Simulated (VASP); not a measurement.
PbSe, 2 atoms in the cell. The structure is cubic, space group Fm-3m (No. 225). Conventional cell: a = 6.180 Å, b = 6.180 Å, c = 6.180 Å, α = 90.00°, β = 90.00°, γ = 90.00°. Pb (site symmetry m-3m) has 6 Se at 3.09 Å within 4.1 Å. Se (site symmetry m-3m) has 6 Pb at 3.09 Å within 4.1 Å.  This cell differs from its parent crystal: volume scaled by 1.02.

```yaml
Program: VASP 6.6.1
Task: single point
Functional: r2SCAN
Dispersion: rVV10
Potentials_or_basis: VASP PAW PBE potentials, release 64 (Pb_d, Se)
Cutoff: 520 eV
k_mesh: 6 × 6 × 6
Occupations: gaussian, width 0.05 eV
Spin: no spin polarisation
Dipole_correction: no
Further_INCAR_settings: ALGO = Normal; EDIFF = 1e-06; NBANDS = 17
```

Potentials or basis: VASP PAW PBE potentials, release 64 (Pb_d, Se).

The run is started by

```console
$ cat potpaw_PBE.64/Pb_d/POTCAR potpaw_PBE.64/Se/POTCAR > POTCAR
$ cp INCAR.step1 INCAR
$ mpirun -np 1 vasp_std > vasp.out
$ cp INCAR.step2 INCAR
$ mpirun -np 1 vasp_std > vasp.out
```

Hardware: 1 thread of Intel(R) Xeon(R) 6975P-C (Granite Rapids) (shared host).

Q: How long does it take, and how much memory?

A: It took 2.2 min on 1 thread of Intel(R) Xeon(R) 6975P-C (Granite Rapids), with other jobs on the host, peak memory 0.39 GiB. Counts: k points 16.
